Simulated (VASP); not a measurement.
LiHf4Br2, 7 atoms in the cell. Symmetry: Immm, No. 71, orthorhombic system. Conventional cell: a = 5.680 Å, b = 5.982 Å, c = 10.030 Å, α = 90.00°, β = 90.00°, γ = 90.00°. Li (site symmetry mmm) has 4 Br at 3.20 Å and 12 Hf at 3.49 to 3.78 Å within 4.2 Å. Within 3.8 Å of Hf (site symmetry m) lie 4 Br at 2.77 to 3.78 Å and 5 Hf at 2.84 to 3.66 Å and 3 Li at 3.49 to 3.78 Å. Br (site symmetry m2m) has 8 Hf at 2.77 to 3.78 Å and 2 Br at 2.94 to 3.04 Å and 2 Li at 3.20 Å within 3.8 Å. The cell was built from a structure type or drawn by symmetry, and may not be a known phase.

| Item | Value |
| --- | --- |
| Program | VASP 6.6.1 |
| Task | single point |
| Functional | PBE |
| Potentials or basis | VASP PAW PBE potentials, release 64 (Li_sv, Hf_pv, Br) |
| Cutoff | 520 eV |
| k mesh | 4 × 4 × 4 |
| Occupations | gaussian, width 0.2 eV |
| Spin | no spin polarisation |
| Dipole correction | no |
| Further INCAR settings | ALGO = Normal; EDIFF = 1e-06; NBANDS = 38 |

Potentials or basis: VASP PAW PBE potentials, release 64 (Li_sv, Hf_pv, Br).

Run with:

```console
$ cat potpaw_PBE.64/Li_sv/POTCAR potpaw_PBE.64/Hf_pv/POTCAR potpaw_PBE.64/Br/POTCAR > POTCAR
$ mpirun -np 1 vasp_std > vasp.out
```

Hardware: 1 thread of Intel(R) Xeon(R) Platinum 8259CL CPU @ 2.50GHz (Skylake/Cascade Lake), with other jobs on the host.

Q: How long does it take, and how much memory?

A: Run time: 2.4 min on 1 thread of Intel(R) Xeon(R) Platinum 8259CL CPU @ 2.50GHz (Skylake/Cascade Lake), on a shared host, peak memory 0.37 GiB. Counts: scf iterations 13, k points 18.
